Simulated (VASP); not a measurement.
# AlRu (P4mm) in VASP: single point with PBEsol

Aim: the single point of AlRu with PBEsol.

Everything below comes from runs of VASP 6.6.1. Logs are shortened: lines on timing, memory, paths and dates and some standing lists are left out, and cuts for length are marked.

## 1. The cell of the first run

Symmetry: P4mm, No. 99, tetragonal system. The conventional cell has a = 2.976 Å, b = 2.976 Å, c = 9.929 Å, α = 90.00°, β = 90.00°, γ = 90.00°. Al (site symmetry 4mm) has 8 Ru at 2.58 Å and 5 Al at 2.98 Å within 3.4 Å. Within 3.4 Å of Al (site symmetry 4mm) lie 8 Ru at 2.58 Å and 6 Al at 2.98 Å. Within 3.4 Å of Al (site symmetry 4mm) lie 8 Ru at 2.58 to 3.26 Å and 5 Al at 2.98 Å. Within 3.4 Å of Ru (site symmetry 4mm) lie 8 Al at 2.58 to 3.26 Å and 5 Ru at 2.98 Å. Within 3.4 Å of Ru (site symmetry 4mm) lie 8 Al at 2.58 Å and 6 Ru at 2.98 Å. Ru (site symmetry 4mm) has 8 Al at 2.58 Å and 5 Ru at 2.98 Å within 3.4 Å.

## 2. Single point, PBEsol

Contents of INCAR:

```
  PREC = Accurate
  ENCUT = 520
  EDIFF = 1E-6
  ISMEAR = 0
  SIGMA = 0.15
  LREAL = False
  LASPH = True
  NELM = 100
  ALGO = Fast
  ISIF = 2
  LWAVE = False
  LCHARG = False
  GGA = PS
  NBANDS = 34
```

Contents of KPOINTS:

```
regular mesh
0
Gamma
  20 20 7
```

Contents of POSCAR:

```
AlRu
1.0
    0.0000000000     -2.9764078218      0.0000000000
    0.0000000000      0.0000000000     -2.9764078218
    9.9292234653      0.0000000000      0.0000000000
Al Ru
3 3
Direct
    0.0000000000      0.0000000000      0.2248068093
    0.0000000000      0.0000000000      0.5245692058
    0.0000000000      0.0000000000      0.8243316024
    0.5000000000      0.5000000000      0.0749256110
    0.5000000000      0.5000000000      0.3746880076
    0.5000000000      0.5000000000      0.6744504041
```

Potentials or basis: VASP PAW PBE potentials, release 64 (Al, Ru_pv).

The run is started by

```console
> cat potpaw_PBE.64/Al/POTCAR potpaw_PBE.64/Ru_pv/POTCAR > POTCAR
> mpirun -np 1 vasp_std > vasp.out
```

OUTCAR:

```text
PREC = Accurate
   ENCUT = 520
   EDIFF = 1E-6
   ISMEAR = 0
   LREAL = False
   LASPH = True
   NELM = 100
   ISIF = 2
   GGA = PS

 ion  position               nearest neighbor table
   1  0.000  0.000  0.225-   4 2.58   5 2.58   4 2.58   5 2.58   4 2.58   5 2.58   4 2.58   5 2.58
                             2 2.98
   2  0.000  0.000  0.525-   5 2.58   5 2.58   5 2.58   5 2.58   6 2.58   6 2.58   6 2.58   6 2.58
                             1 2.98   3 2.98
   3  0.000  0.000  0.824-   6 2.58   6 2.58   6 2.58   6 2.58   2 2.98   4 3.26   4 3.26   4 3.26
                             4 3.26
   4  0.500  0.500  0.075-   1 2.58   1 2.58   1 2.58   1 2.58   5 2.98   3 3.26   3 3.26   3 3.26
                             3 3.26
   5  0.500  0.500  0.375-   2 2.58   2 2.58   2 2.58   2 2.58   1 2.58   1 2.58   1 2.58   1 2.58
                             6 2.98   4 2.98
   6  0.500  0.500  0.674-   2 2.58   3 2.58   2 2.58   3 2.58   2 2.58   3 2.58   2 2.58   3 2.58
                             5 2.98

  LATTYP: Found a simple tetragonal cell.
 ALAT       =     2.9764078218
 C/A-ratio  =     3.3359754643

  Lattice vectors:

 A1 = (   0.0000000000,  -2.9764078218,   0.0000000000)
 A2 = (   0.0000000000,   0.0000000000,  -2.9764078218)
 A3 = (   9.9292234653,   0.0000000000,   0.0000000000)

Analysis of symmetry for initial positions (statically):
=====================================================================
 Subroutine PRICEL returns:
 Original cell was already a primitive cell.

 Routine SETGRP: Setting up the symmetry group for a
 simple tetragonal supercell.

 Subroutine GETGRP returns: Found  8 space group operations
 (whereof  8 operations were pure point group operations)
 out of a pool of 16 trial point group operations.

The static configuration has the point symmetry C_4v.

Analysis of symmetry for dynamics (positions and initial velocities):
=====================================================================
 Subroutine PRICEL returns:
 Original cell was already a primitive cell.

 Routine SETGRP: Setting up the symmetry group for a
 simple tetragonal supercell.

 Subroutine GETGRP returns: Found  8 space group operations
 (whereof  8 operations were pure point group operations)
 out of a pool of 16 trial point group operations.

The dynamic configuration has the point symmetry C_4v.

 Subroutine INISYM returns: Found  8 space group operations
 (whereof  8 operations are pure point group operations),
 and found     1 'primitive' translations

----------------------------------------------------------------------------------------

                                     Primitive cell

  volume of cell :      87.9630

  direct lattice vectors                    reciprocal lattice vectors
     0.000000000 -2.976407822  0.000000000     0.000000000 -0.335975464  0.000000000
     0.000000000  0.000000000 -2.976407822     0.000000000  0.000000000 -0.335975464
     9.929223465  0.000000000  0.000000000     0.100712810  0.000000000  0.000000000

  length of vectors
     2.976407822  2.976407822  9.929223465     0.335975464  0.335975464  0.100712810

  position of ions in fractional coordinates (direct lattice)
     0.000000000  0.000000000  0.224806809
     0.000000000  0.000000000  0.524569206
     0.000000000  0.000000000  0.824331602
     0.500000000  0.500000000  0.074925611
     0.500000000  0.500000000  0.374688008
     0.500000000  0.500000000  0.674450404

  ion indices of the primitive-cell ions
   primitive index   ion index
                 1           1
                 2           2
                 3           3
                 4           4
                 5           5
                 6           6

----------------------------------------------------------------------------------------

 KPOINTS: regular mesh

Automatic generation of k-mesh.
 Grid dimensions read from file:
 generate k-points for:   20   20    7

 Generating k-lattice:

  Cartesian coordinates                     Fractional coordinates (reciprocal lattice)
     0.000000000 -0.016798773  0.000000000     0.050000000  0.000000000  0.000000000
     0.000000000  0.000000000 -0.016798773     0.000000000  0.050000000  0.000000000
     0.014387544  0.000000000  0.000000000     0.000000000  0.000000000  0.142857143

  Length of vectors
     0.016798773  0.016798773  0.014387544

  Shift w.r.t. Gamma in fractional coordinates (k-lattice)
     0.000000000  0.000000000  0.000000000

 Subroutine IBZKPT returns following result:
 ===========================================

 Found    264 irreducible k-points:

 Following reciprocal coordinates:
            Coordinates               Weight
  0.000000  0.000000  0.000000      1.000000
  0.050000  0.000000  0.000000      4.000000
  0.100000  0.000000  0.000000      4.000000
  0.150000  0.000000  0.000000      4.000000
  0.200000  0.000000  0.000000      4.000000
  0.250000  0.000000  0.000000      4.000000
[... 16 lines left out ...]
  0.150000  0.100000  0.000000      8.000000
  0.200000  0.100000  0.000000      8.000000
 [... further k-points ...]
   k-points           NKPTS =    264   k-points in BZ     NKDIM =    264   number of bands    NBANDS=     34
   number of dos      NEDOS =    301   number of ions     NIONS =      6
   total plane-waves  NPLWV =  46080
   dimension x,y,z NGX =    24 NGY =   24 NGZ =   80
   dimension x,y,z NGXF=    48 NGYF=   48 NGZF=  160
   ions per type =               3   3
   NGX,Y,Z   is equivalent  to a cutoff of  13.41, 13.41, 13.39 a.u.
   NGXF,Y,Z  is equivalent  to a cutoff of  26.81, 26.81, 26.79 a.u.
 SYSTEM =  unknown system
   PREC   = accura    normal or accurate (medium, high low for compatibility)
   ISTART =      0    job   : 0-new  1-cont  2-samecut
   ICHARG =      2    charge: 1-file 2-atom 10-const
   ISPIN  =      1    spin polarized calculation?
   LNONCOLLINEAR =      F non collinear calculations
   LSORBIT =      F    spin-orbit coupling
   LASPH  =      T    aspherical Exc in radial PAW
   ENCUT  =  520.0 eV  38.22 Ry    6.18 a.u.   5.53  5.53 18.46*2*pi/ulx,y,z
   NELM   =    100;   NELMIN=  2; NELMDL= -5     # of ELM steps
   EDIFF  = 0.1E-05   stopping-criterion for ELM
   LREAL  =      F    real-space projection
   EDIFFG = 0.1E-04   stopping-criterion for IOM
   NSW    =      0    number of steps for IOM
   IBRION =     -1    ionic relax: 0-MD 1-quasi-New 2-CG
   NFREE  =      0    steps in history (QN), initial steepest desc. (CG)
   ISIF   =      2    stress and relaxation
   ISYM   =      2    0-nonsym 1-usesym 2-fastsym
   POTIM  = 0.5000    time-step for ionic-motion
   TEBEG  =    0.0;   TEEND  =   0.0 temperature during run
   PSTRESS=    0.0 pullay stress
   NELECT =      51.0000    total number of electrons
   NUPDOWN=      -1.0000    fix difference up-down
   EMIN   =  10.00;   EMAX   =-10.00  energy-range for DOS
   EFERMI =   0.00;   METHOD = LEGACY
   ISMEAR =     0;   SIGMA  =   0.15  broadening in eV -4-tet -1-fermi 0-gaus
   EFERMI_NEDOS =   21; number of points for ismear=-14 and -15
   IALGO  =     68    algorithm
   IMIX   =      4    mixing-type and parameters
     AMIX     =   0.40;   BMIX     =  1.00
     AMIX_MAG =   1.60;   BMIX_MAG =  1.00
  volume/ion in A,a.u.               =      14.66        98.93
  Fermi-wavevector in a.u.,A,eV,Ry     =   1.365101  2.579667 25.354473  1.863501
  Thomas-Fermi vector in A             =   2.491359
   LORBIT       =      0    0 simple, 1 ext, 2 COOP (PROOUT), +10 PAW based schemes
   GGA     = PS    functional components
   LHFCALC =     F    Hartree Fock is set to
   AEXX    =    0.0000 exact exchange contribution
   IVDW    =     0    specifies the selected vdW correction
   LEPSILON=     F    determine dielectric tensor
   LRPA    =     F    only Hartree local field effects (RPA)
 non-spin polarized calculation
 RMM-DIIS sequential band-by-band and
 Gauss-broadening in eV      SIGMA  =   0.15
  energy-cutoff  :      520.00
  volume of cell :       87.96
 maximum number of plane-waves:      2413
 NGX is ok and might be reduce to    24
   NGX = 11   NGY = 11   NGZ = 37

 number of electron      50.9999987 magnetization

 Free energy of the ion-electron system (eV)
  ---------------------------------------------------
  ext. energy  EPLUGINS =         0.00000000
  ---------------------------------------------------
  free energy    TOTEN  =       -44.96835874 eV

  energy without entropy =      -44.90532308  energy(sigma->0) =      -44.93684091

 E-fermi :   9.4871     XC(G=0): -12.1604

 val. band max:        9.4870489367   @ k =   0.4000   0.1500   0.0000
 cond. band min:       9.4910572693   @ k =   0.1500   0.0500   0.1429
 fundamental gap:      0.0040083326
 Fermi energy:         9.4870732144

 k-point     1 :       0.0000    0.0000    0.0000
  band No.  band energies     occupation
      1     -32.5181      2.00000
      2     -32.4393      2.00000
      3     -32.3571      2.00000
      4     -32.2844      2.00000
      5     -32.2844      2.00000
      6     -32.2802      2.00000
[... 26 lines left out ...]
     33      17.3378      0.00000
     34      18.0049      0.00000

 k-point     2 :       0.0500    0.0000    0.0000
  band No.  band energies     occupation
      1     -32.5174      2.00000
      2     -32.4387      2.00000
      3     -32.3566      2.00000
      4     -32.2897      2.00000
      5     -32.2855      2.00000
      6     -32.2839      2.00000
[... 26 lines left out ...]
     33      17.1749      0.00000
     34      17.4799      0.00000

 k-point     3 :       0.1000    0.0000    0.0000
  band No.  band energies     occupation
      1     -32.5156      2.00000
      2     -32.4372      2.00000
      3     -32.3552      2.00000
      4     -32.3051      2.00000
      5     -32.3007      2.00000
      6     -32.2891      2.00000
[... 26 lines left out ...]
     33      16.5113      0.00000
     34      17.0504      0.00000
[... 704 lines left out ...]
 k-point    23 :       0.1500    0.1000    0.0000
  band No.  band energies     occupation
      1     -32.5103      2.00000
      2     -32.4325      2.00000
      3     -32.3512      2.00000
      4     -32.3275      2.00000
      5     -32.3224      2.00000
      6     -32.3110      2.00000
[... 26 lines left out ...]
     33      16.0061      0.00000
     34      16.6690      0.00000

 k-point    24 :       0.2000    0.1000    0.0000
  band No.  band energies     occupation
      1     -32.5068      2.00000
      2     -32.4294      2.00000
      3     -32.3580      2.00000
      4     -32.3517      2.00000
      5     -32.3483      2.00000
      6     -32.3407      2.00000
[... 26 lines left out ...]
     33      16.0619      0.00000
     34      16.2120      0.00000

 [... further k-points ...]

------------------------ aborting loop because EDIFF is reached ----------------------------------------

  FORCE on cell =-STRESS in cart. coord.  units (eV):
  Direction    XX          YY          ZZ          XY          YZ          ZX
  --------------------------------------------------------------------------------------
  -------------------------------------------------------------------------------------
  Total       -7.5439973     -3.3608183     -3.3608183      0.0000000      0.0000000      0.0000000
  in kB     -137.4079771    -61.2146627    -61.2146627      0.0000000      0.0000000      0.0000000
  external PRESSURE =     -86.6124342 kB  Pullay stress =       0.0000000 kB

 VOLUME and BASIS-vectors are now :
 -----------------------------------------------------------------------------
  energy-cutoff  :      520.00
  volume of cell :       87.96
      direct lattice vectors                 reciprocal lattice vectors
     0.000000000 -2.976407822  0.000000000     0.000000000 -0.335975464  0.000000000
     0.000000000  0.000000000 -2.976407822     0.000000000  0.000000000 -0.335975464
     9.929223465  0.000000000  0.000000000     0.100712810  0.000000000  0.000000000

 POSITION                                       TOTAL-FORCE (eV/Angst)
 -----------------------------------------------------------------------------------
      2.23216      0.00000      0.00000        -0.200718      0.000000      0.000000
      5.20856      0.00000      0.00000         0.056632     -0.000000      0.000000
      8.18497      0.00000      0.00000         0.927795      0.000000      0.000000
      0.74395     -1.48820     -1.48820        -1.302668     -0.000000      0.000000
      3.72036     -1.48820     -1.48820        -0.267854     -0.000000     -0.000000
      6.69677     -1.48820     -1.48820         0.786813     -0.000000      0.000000
 -----------------------------------------------------------------------------------
    total drift:                                0.000611     -0.000000      0.000000

  FREE ENERGIE OF THE ION-ELECTRON SYSTEM (eV)
  ---------------------------------------------------
  free  energy   TOTEN  =       -44.9683587413 eV

  energy  without entropy=      -44.9053230780  energy(sigma->0) =      -44.93684091
```

It took 16 min on 1 thread of AMD EPYC 9R45 (Zen 5), shared host; peak memory 0.62 GiB.

Results:

```yaml
Free_energy: -44.9684 eV
Pressure: -8.7 GPa
Largest_force: 1.303 eV/Å
```

Forces on the atoms (eV/Å):
```
Al  -0.201  0.000  0.000
Al   0.057  0.000  0.000
Al   0.928  0.000  0.000
Ru  -1.303  0.000  0.000
Ru  -0.268  0.000  0.000
Ru   0.787  0.000  0.000
```

Levels at points of the mesh, in eV from the Fermi level:
| k point | band 23 | band 24 | band 25 | band 26 | band 27 | band 28 | band 29 | band 30 |
| --- | --- | --- | --- | --- | --- | --- | --- | --- |
| (0.00, 0.00, 0.00) | -0.23 | 0.03 | 0.03 | 0.20 | 0.33 | 0.61 | 2.42 | 4.87 |
| (0.50, 0.00, 0.00) | -1.05 | -0.98 | -0.83 | -0.40 | 0.29 | 1.43 | 1.82 | 2.28 |
| (0.50, 0.50, 0.00) | 0.19 | 1.54 | 1.58 | 1.69 | 2.22 | 2.33 | 2.33 | 3.21 |

Caveat: the PAW data sets were made with another functional, which shifts forces and pressure a little.
